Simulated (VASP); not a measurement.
# CsCdCl3 (P4/mmm) in VASP: notebook, part 2 of 2

VASP 6.6.1. Earlier steps stand in the parts before.

## (3) Single point, LDA

Contents of INCAR:

```
SYSTEM = CsCdCl3
  PREC = Accurate
  ENCUT = 520
  EDIFF = 1E-6
  ISMEAR = 0
  SIGMA = 0.02
  LREAL = .FALSE.
  LASPH = .TRUE.
  NELM = 60
  ALGO = Normal
  ISIF = 2
  LWAVE = .FALSE.
  LCHARG = .TRUE.
  GGA = CA
  LELF = .TRUE.
  LVHAR = .TRUE.
  NBANDS = 29
```

Contents of KPOINTS:

```
Automatic mesh
0
G
  6 6 6
  0 0 0
```

Contents of POSCAR:

```
CsCdCl3
1.0
    5.1121726469      0.0000000000      0.0000000000
    0.0000000000      5.1121726469      0.0000000000
    0.0000000000      0.0000000000      4.9076857411
Cs Cd Cl
1 1 3
Direct
    0.0000000000      0.0000000000      0.0000000000
    0.5000000000      0.5000000000      0.5000000000
    0.0000000000      0.5000000000      0.5000000000
    0.5000000000      0.0000000000      0.5000000000
    0.5000000000      0.5000000000      0.0000000000
```

Potentials or basis: VASP PAW LDA potentials, release 64 (Cs_sv, Cd, Cl).

On the command line:

```
cat potpaw_LDA.64/Cs_sv/POTCAR potpaw_LDA.64/Cd/POTCAR potpaw_LDA.64/Cl/POTCAR > POTCAR
mpirun -np 1 vasp_std > vasp.out
```

OUTCAR:

```text
SYSTEM = CsCdCl3
   PREC = Accurate
   ENCUT = 520
   EDIFF = 1E-6
   ISMEAR = 0
   LREAL = .FALSE.
   LASPH = .TRUE.
   NELM = 60
   ISIF = 2
   GGA = CA

 ion  position               nearest neighbor table
   1  0.000  0.000  0.000-
   2  0.500  0.500  0.500-   5 2.45   5 2.45   3 2.56   4 2.56   4 2.56   3 2.56
   3  0.000  0.500  0.500-   2 2.56   2 2.56
   4  0.500  0.000  0.500-   2 2.56   2 2.56
   5  0.500  0.500  0.000-   2 2.45   2 2.45

  LATTYP: Found a simple tetragonal cell.
 ALAT       =     5.1121726469
 C/A-ratio  =     0.9600000000

  Lattice vectors:

 A1 = (   5.1121726469,   0.0000000000,   0.0000000000)
 A2 = (   0.0000000000,   5.1121726469,   0.0000000000)
 A3 = (   0.0000000000,   0.0000000000,   4.9076857411)

Analysis of symmetry for initial positions (statically):
=====================================================================
 Subroutine PRICEL returns:
 Original cell was already a primitive cell.

 Routine SETGRP: Setting up the symmetry group for a
 simple tetragonal supercell.
[... 173 lines left out ...]

 E-fermi :   1.0908     XC(G=0):  -9.5564

 val. band max:        0.9289448307   @ k =   0.5000   0.5000   0.5000
 cond. band min:       2.5070924974   @ k =   0.0000   0.0000   0.0000
 fundamental gap:      1.5781476667
 Fermi energy:         1.0907687208

 k-point     1 :       0.0000    0.0000    0.0000
  band No.  band energies     occupation
      1     -18.2893      2.00000
      2     -13.3677      2.00000
      3     -12.6860      2.00000
      4     -12.5470      2.00000
      5      -6.0178      2.00000
      6      -6.0178      2.00000
[... 757 lines left out ...]
     28       9.4481      0.00000
     29       9.5298      0.00000

 [... further k-points ...]

------------------------ aborting loop because EDIFF is reached ----------------------------------------

  FORCE on cell =-STRESS in cart. coord.  units (eV):
  Direction    XX          YY          ZZ          XY          YZ          ZX
  --------------------------------------------------------------------------------------
  -------------------------------------------------------------------------------------
  Total        1.1945163      1.1945163      3.4621533      0.0000000     -0.0000000      0.0000000
  in kB       14.9215823     14.9215823     43.2483065      0.0000000     -0.0000000      0.0000000
  external PRESSURE =      24.3638237 kB  Pullay stress =       0.0000000 kB

 VOLUME and BASIS-vectors are now :
 -----------------------------------------------------------------------------
  energy-cutoff  :      520.00
  volume of cell :      128.26
      direct lattice vectors                 reciprocal lattice vectors
     5.112172647  0.000000000  0.000000000     0.195611547  0.000000000  0.000000000
     0.000000000  5.112172647  0.000000000     0.000000000  0.195611547  0.000000000
     0.000000000  0.000000000  4.907685741     0.000000000  0.000000000  0.203762028

 POSITION                                       TOTAL-FORCE (eV/Angst)
 -----------------------------------------------------------------------------------
      0.00000      0.00000      0.00000         0.000000      0.000000      0.000000
      2.55609      2.55609      2.45384         0.000000      0.000000      0.000000
      0.00000      2.55609      2.45384         0.000000      0.000000      0.000000
      2.55609      0.00000      2.45384         0.000000      0.000000      0.000000
      2.55609      2.55609      0.00000         0.000000      0.000000      0.000000
 -----------------------------------------------------------------------------------
    total drift:                                0.000000      0.000000     -0.000000

  FREE ENERGIE OF THE ION-ELECTRON SYSTEM (eV)
  ---------------------------------------------------
  free  energy   TOTEN  =       -16.7639560644 eV

  energy  without entropy=      -16.7639560644  energy(sigma->0) =      -16.76395606
```

OSZICAR:

```text
N       E                     dE             d eps       ncg     rms          rms(c)
DAV:   1     0.293704979221E+03    0.29370E+03   -0.20145E+04  2320   0.132E+03
DAV:   2     0.339576623586E+01   -0.29031E+03   -0.28077E+03  2844   0.280E+02
DAV:   3    -0.174648163255E+02   -0.20861E+02   -0.20785E+02  2767   0.781E+01
DAV:   4    -0.177092725851E+02   -0.24446E+00   -0.24428E+00  2972   0.941E+00
DAV:   5    -0.177124975252E+02   -0.32249E-02   -0.32247E-02  2895   0.108E+00    0.110E+01
DAV:   6    -0.168821453376E+02    0.83035E+00   -0.15557E+00  3081   0.150E+01    0.873E+00
DAV:   7    -0.167716919587E+02    0.11045E+00   -0.64605E-01  2700   0.641E+00    0.385E+00
DAV:   8    -0.167666605497E+02    0.50314E-02   -0.19931E-01  2843   0.405E+00    0.820E-01
DAV:   9    -0.167646951504E+02    0.19654E-02   -0.30378E-02  2794   0.212E+00    0.447E-01
DAV:  10    -0.167639391930E+02    0.75596E-03   -0.42517E-03  2882   0.665E-01    0.543E-02
DAV:  11    -0.167639660963E+02   -0.26903E-04   -0.33460E-04  2751   0.141E-01    0.418E-02
DAV:  12    -0.167639566525E+02    0.94439E-05   -0.46439E-05  2874   0.660E-02    0.139E-02
DAV:  13    -0.167639560644E+02    0.58812E-06   -0.45877E-06  2805   0.167E-02
   1 F= -.16763956E+02 E0= -.16763956E+02  d E =-.193134E-32
```

stdout:

```text
POSCAR found type information on POSCAR CsCdCl
 POSCAR found :  3 types and       5 ions
 scaLAPACK will be used
 LDA part: xc-table for (Slater(with rela. corr.)+CA(PZ))
 , standard interpolation
 POSCAR, INCAR and KPOINTS ok, starting setup
 FFT: planning ... GRIDC
 FFT: planning ... GRID_SOFT
 FFT: planning ... GRID
 WAVECAR not read
 entering main loop
```

It took 4.3 min on 1 thread of Oxide Virtual Turin-like, shared host; peak memory 0.25 GiB.

What came out:

* Free energy: -16.7640 eV
* Pressure: 2.4 GPa
* Band gap on the k mesh: 1.58 eV (least direct gap 2.53 eV)

Stress tensor (GPa, compression positive):
```
1.49 0.00 0.00
0.00 1.49 0.00
0.00 0.00 4.32
```

Caveat: spin-orbit coupling is left out, which moves the levels of the heavy elements. A k mesh can miss the band edges.

## (4) Single point, LDA (strain along c alone, the other axes held: -2.0 %)

Contents of INCAR:

```
SYSTEM = CsCdCl3
PREC = Accurate ; ENCUT = 520
EDIFF = 1E-6 ; ISMEAR = 0
SIGMA = 0.02 ; LREAL = .False.
LASPH = .True. ; NELM = 80
ALGO = Normal ; ISIF = 2
LWAVE = .False. ; LCHARG = .True.
LELF = .True. ; LVHAR = .True.
NBANDS = 29
```

Contents of KPOINTS:

```
Automatic mesh
0
Gamma
  6 6 6
  0 0 0
```

Changes to POSCAR since step 3:

```diff
@@ -4,3 +4,3 @@
     0.0000000000      5.1121726469      0.0000000000
-    0.0000000000      0.0000000000      4.9076857411
+    0.0000000000      0.0000000000      5.0099291940
 Cs Cd Cl
```

Potentials or basis: VASP PAW LDA potentials, release 64 (Cs_sv, Cd, Cl).

On the command line:

```
cat potpaw_LDA.64/Cs_sv/POTCAR potpaw_LDA.64/Cd/POTCAR potpaw_LDA.64/Cl/POTCAR > POTCAR
mpirun -np 1 vasp_std > vasp.out
```

OUTCAR:

```text
SYSTEM = CsCdCl3
   PREC = Accurate
   ENCUT = 520
   EDIFF = 1E-6
   ISMEAR = 0
   LREAL = .False.
   LASPH = .True.
   NELM = 80
   ISIF = 2

 ion  position               nearest neighbor table
   1  0.000  0.000  0.000-
   2  0.500  0.500  0.500-   5 2.50   5 2.50   3 2.56   4 2.56   4 2.56   3 2.56
   3  0.000  0.500  0.500-   2 2.56   2 2.56
   4  0.500  0.000  0.500-   2 2.56   2 2.56
   5  0.500  0.500  0.000-   2 2.50   2 2.50

  LATTYP: Found a simple tetragonal cell.
 ALAT       =     5.1121726469
 C/A-ratio  =     0.9800000000

  Lattice vectors:

 A1 = (   5.1121726469,   0.0000000000,   0.0000000000)
 A2 = (   0.0000000000,   5.1121726469,   0.0000000000)
 A3 = (   0.0000000000,   0.0000000000,   5.0099291940)

Analysis of symmetry for initial positions (statically):
=====================================================================
 Subroutine PRICEL returns:
 Original cell was already a primitive cell.

 Routine SETGRP: Setting up the symmetry group for a
 simple tetragonal supercell.

 Subroutine GETGRP returns: Found 16 space group operations
 (whereof 16 operations were pure point group operations)
 out of a pool of 16 trial point group operations.

The static configuration has the point symmetry D_4h.

Analysis of symmetry for dynamics (positions and initial velocities):
=====================================================================
 Subroutine PRICEL returns:
 Original cell was already a primitive cell.

 Routine SETGRP: Setting up the symmetry group for a
 simple tetragonal supercell.

 Subroutine GETGRP returns: Found 16 space group operations
 (whereof 16 operations were pure point group operations)
 out of a pool of 16 trial point group operations.

The dynamic configuration has the point symmetry D_4h.

[... 120 lines left out ...]
   EFERMI_NEDOS =   21; number of points for ismear=-14 and -15
   IALGO  =     38    algorithm
   IMIX   =      4    mixing-type and parameters
     AMIX     =   0.40;   BMIX     =  1.00
     AMIX_MAG =   1.60;   BMIX_MAG =  1.00
  volume/ion in A,a.u.               =      26.19       176.71
  Fermi-wavevector in a.u.,A,eV,Ry     =   1.120668  2.117756 17.087520  1.255897
  Thomas-Fermi vector in A             =   2.257316
   LORBIT       =      0    0 simple, 1 ext, 2 COOP (PROOUT), +10 PAW based schemes
   GGA     = CA    functional components
   LHFCALC =     F    Hartree Fock is set to
   AEXX    =    0.0000 exact exchange contribution
   IVDW    =     0    specifies the selected vdW correction
   LEPSILON=     F    determine dielectric tensor
   LRPA    =     F    only Hartree local field effects (RPA)
 non-spin polarized calculation
 Gauss-broadening in eV      SIGMA  =   0.02
  energy-cutoff  :      520.00
  volume of cell :      130.93
 maximum number of plane-waves:      3559
 NGX is ok and might be reduce to    40
   NGX = 19   NGY = 19   NGZ = 19

 number of electron      42.0000003 magnetization

 Free energy of the ion-electron system (eV)
  ---------------------------------------------------
  ext. energy  EPLUGINS =         0.00000000
  ---------------------------------------------------
  free energy    TOTEN  =       -16.81781184 eV

  energy without entropy =      -16.81781184  energy(sigma->0) =      -16.81781184

 E-fermi :   0.8089     XC(G=0):  -9.4624

 val. band max:        0.6526144765   @ k =   0.5000   0.5000   0.5000
 cond. band min:       2.2523220207   @ k =   0.0000   0.0000   0.0000
 fundamental gap:      1.5997075442
 Fermi energy:         0.8088647831

 k-point     1 :       0.0000    0.0000    0.0000
  band No.  band energies     occupation
      1     -18.4603      2.00000
      2     -13.4022      2.00000
      3     -12.7763      2.00000
      4     -12.6979      2.00000
      5      -6.1540      2.00000
      6      -6.1540      2.00000
[... 757 lines left out ...]
     28       9.0731      0.00000
     29       9.3145      0.00000

 [... further k-points ...]

------------------------ aborting loop because EDIFF is reached ----------------------------------------

  FORCE on cell =-STRESS in cart. coord.  units (eV):
  Direction    XX          YY          ZZ          XY          YZ          ZX
  --------------------------------------------------------------------------------------
  -------------------------------------------------------------------------------------
  Total        0.7083220      0.7083220      1.7269541      0.0000000      0.0000000      0.0000000
  in kB        8.6675963      8.6675963     21.1323969      0.0000000      0.0000000      0.0000000
  external PRESSURE =      12.8225298 kB  Pullay stress =       0.0000000 kB

 VOLUME and BASIS-vectors are now :
 -----------------------------------------------------------------------------
  energy-cutoff  :      520.00
  volume of cell :      130.93
      direct lattice vectors                 reciprocal lattice vectors
     5.112172647  0.000000000  0.000000000     0.195611547  0.000000000  0.000000000
     0.000000000  5.112172647  0.000000000     0.000000000  0.195611547  0.000000000
     0.000000000  0.000000000  5.009929194     0.000000000  0.000000000  0.199603619

 POSITION                                       TOTAL-FORCE (eV/Angst)
 -----------------------------------------------------------------------------------
      0.00000      0.00000      0.00000         0.000000      0.000000      0.000000
      2.55609      2.55609      2.50496         0.000000      0.000000      0.000000
      0.00000      2.55609      2.50496         0.000000      0.000000      0.000000
      2.55609      0.00000      2.50496         0.000000      0.000000      0.000000
      2.55609      2.55609      0.00000         0.000000      0.000000      0.000000
 -----------------------------------------------------------------------------------
    total drift:                                0.000000      0.000000     -0.000000

  FREE ENERGIE OF THE ION-ELECTRON SYSTEM (eV)
  ---------------------------------------------------
  free  energy   TOTEN  =       -16.8178118384 eV

  energy  without entropy=      -16.8178118384  energy(sigma->0) =      -16.81781184
```

stdout:

```text
POSCAR found type information on POSCAR CsCdCl
 POSCAR found :  3 types and       5 ions
 scaLAPACK will be used
 LDA part: xc-table for (Slater(with rela. corr.)+CA(PZ))
 , standard interpolation
 POSCAR, INCAR and KPOINTS ok, starting setup
 FFT: planning ... GRIDC
 FFT: planning ... GRID_SOFT
 FFT: planning ... GRID
 WAVECAR not read
 entering main loop
```

Run time: 4.1 min. Hardware: 1 thread of Oxide Virtual Turin-like, shared host; peak memory 0.25 GiB.

What came out:

| Quantity | Value |
| --- | --- |
| Free energy | -16.8178 eV |
| Pressure | 1.3 GPa |
| Band gap on the k mesh | 1.60 eV (least direct gap 2.43 eV) |

Caveat: the cell differs from its parent crystal (strain along c alone, the other axes held: -2.0 %); spin-orbit coupling is left out, which moves the levels of the heavy elements.

## (5) Single point, LDA

This run uses another cell than the first one, of 26.19 Å³/atom.

Contents of INCAR:

```
SYSTEM = CsCdCl3
ALGO = Normal
EDIFF = 1E-6
ENCUT = 520
GGA = CA
ISIF = 2
ISMEAR = 0
LASPH = .TRUE.
LCHARG = .FALSE.
LREAL = .FALSE.
LWAVE = .FALSE.
NBANDS = 29
NELM = 100
PREC = Accurate
SIGMA = 0.02
```

Contents of KPOINTS:

```
k-points
0
G
  6 6 6
  0 0 0
```

POSCAR is that of step 4.

On the command line:

```
cat potpaw_LDA.64/Cs_sv/POTCAR potpaw_LDA.64/Cd/POTCAR potpaw_LDA.64/Cl/POTCAR > POTCAR
mpirun -np 1 vasp_std > vasp.out
```

Wall time 4.4 min (1 thread of Oxide Virtual Turin-like, shared host); peak memory 0.25 GiB.

Results (log left out):

```yaml
Free_energy: -16.8178 eV
Pressure: 1.3 GPa
Band_gap_on_the_k_mesh: 1.60 eV (least direct gap 2.43 eV)
```

Stress tensor (GPa, compression positive):
```
0.87 0.00 0.00
0.00 0.87 0.00
0.00 0.00 2.11
```

Levels at points of the mesh, in eV from the valence-band top:
```tsv
k point	band 19	band 20	band 21	band 22	band 23	band 24
(0.00, 0.00, 0.00)	-0.83	-0.83	-0.83	1.60	5.50	5.52
(0.50, 0.00, 0.00)	-1.18	-1.18	-1.17	4.45	6.84	6.99
(0.50, 0.50, 0.00)	-1.45	-0.57	-0.12	6.36	7.04	7.04
(0.00, 0.00, 0.50)	-1.25	-1.18	-1.18	4.69	6.92	7.17
(0.50, 0.00, 0.50)	-1.34	-0.55	-0.04	6.53	6.96	7.19
(0.50, 0.50, 0.50)	-0.52	-0.10	0.00	5.48	5.48	5.59
```

Caveat: spin-orbit coupling is left out, which moves the levels of the heavy elements. LDA gaps usually lie below the measured ones, often by a third to a half.

## (6) Single point, LDA (strain along c alone, the other axes held: +2.0 %)

Contents of INCAR:

```
PREC = Accurate
ENCUT = 520
EDIFF = 1E-6
ISMEAR = 0
SIGMA = 0.02
LREAL = F
LASPH = T
NELM = 60
ALGO = Normal
ISIF = 2
LWAVE = F
LCHARG = F
NBANDS = 29
```

Contents of KPOINTS:

```
Automatic mesh
0
Gamma
  6 6 6
```

Changes to POSCAR since step 5:

```diff
@@ -4,3 +4,3 @@
     0.0000000000      5.1121726469      0.0000000000
-    0.0000000000      0.0000000000      5.0099291940
+    0.0000000000      0.0000000000      5.2144160999
 Cs Cd Cl
```

Potentials or basis: VASP PAW LDA potentials, release 64 (Cs_sv, Cd, Cl).

On the command line:

```
cat potpaw_LDA.64/Cs_sv/POTCAR potpaw_LDA.64/Cd/POTCAR potpaw_LDA.64/Cl/POTCAR > POTCAR
mpirun -np 1 vasp_std > vasp.out
```

Wall time 4.7 min (1 thread of Oxide Virtual Turin-like, shared host); peak memory 0.26 GiB.

The run converged. Its results:

- Free energy: -16.8315 eV
- Pressure: -0.5 GPa
- Band gap on the k mesh: 1.55 eV (least direct gap 2.26 eV)

Stress tensor (GPa, compression positive):
```
-0.18  0.00  0.00
 0.00 -0.18  0.00
 0.00  0.00 -1.14
```

Levels at points of the mesh, in eV from the valence-band top:
```
           k point  band 18  band 19  band 20  band 21  band 22  band 23  band 24  band 25
(0.00, 0.00, 0.00)    -1.07    -0.71    -0.71    -0.71     1.55     5.52     5.69     5.76
(0.50, 0.00, 0.00)    -1.09    -1.08    -1.01    -1.01     4.44     6.90     7.18     7.61
(0.50, 0.50, 0.00)    -1.15    -1.15    -0.41    -0.01     6.33     7.07     7.07     7.61
(0.00, 0.00, 0.50)    -1.02    -1.02    -1.01    -1.01     4.22     6.84     7.02     7.65
(0.50, 0.00, 0.50)    -1.26    -1.26    -0.44    -0.08     6.17     6.93     7.14     7.56
(0.50, 0.50, 0.50)    -0.41    -0.39    -0.09     0.00     5.51     5.62     5.62     7.21
```

Caveat: the cell differs from its parent crystal (strain along c alone, the other axes held: +2.0 %); spin-orbit coupling is left out, which moves the levels of the heavy elements.

## (7) The runs side by side

```csv
cell,gap on the mesh (eV),pressure (GPa)
"a = 5.112, b = 5.112, c = 4.908 Å, 5 atoms",1.58,2.4
"a = 5.112, b = 5.112, c = 5.010 Å, 5 atoms",1.60,1.3
"a = 5.112, b = 5.112, c = 5.214 Å, 5 atoms",1.55,-0.5
```

Alike in all rows: task single point; level LDA; potentials or basis VASP PAW LDA potentials, release 64 (Cs_sv, Cd, Cl); no spin polarisation; k mesh 6 × 6 × 6; cutoff (eV) 520; smearing gaussian 0.02 eV.

Caveats: spin-orbit coupling is left out, which moves the levels of the heavy elements.

Absolute energies hang on the potentials; compare differences alone.
